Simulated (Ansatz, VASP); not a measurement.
# One calculation of BN, two programs

```xyz
4
Lattice="0.0000 -1.8124 -1.8124 -1.8124 0.0000 -1.8124 1.8124 1.8124 -3.6248" Properties=species:S:1:pos:R:3 pbc="T T T"
B    -0.0682    0.0646   -0.0036
B     0.0682   -0.0646   -3.6212
N     0.8364    0.9723   -4.5346
N    -0.8364   -0.9723   -4.5273
```

Change from the starting cell: mode 4 frozen in at -0.068 Å and mode 5 at +0.068 Å (largest displacements).

Alike in both runs: task single point; functional PBE; k mesh 6 × 6 × 6; occupations gaussian, width 0.05 eV; no spin polarisation.

|  | VASP | Ansatz |
| --- | --- | --- |
| version | VASP 6.6.1 | Ansatz 0.2.0 |
| potentials or method | VASP PAW PBE potentials, release 64 (B, N), cutoff 520 eV | scalar-relativistic, plane waves, PAW |
| valence electrons in the cell | 16 | 16 |

|  | VASP | Ansatz | Ansatz less VASP |
| --- | --- | --- | --- |
| gap on the k mesh at the Fermi level (eV) | 4.29 | 4.30 | +0.010 |
| least direct gap on the mesh (eV) | 6.24 | 6.25 | +0.012 |
| pressure (GPa) | -0.1 | -0.3 | -0.20 |
| traceless stress, the component that is largest in VASP (GPa) | 2.10 | 2.10 | +0.001 |
| rms of the force components (eV/Å) | 0.589 | 0.590 | +0.0004 |

Atom by atom the forces differ by 0.001 eV/Å (rms over components). The functional is the same, so the differences come from potentials, cutoffs and numerics.

The k mesh is coarse, so the values compare programs but aren't converged.
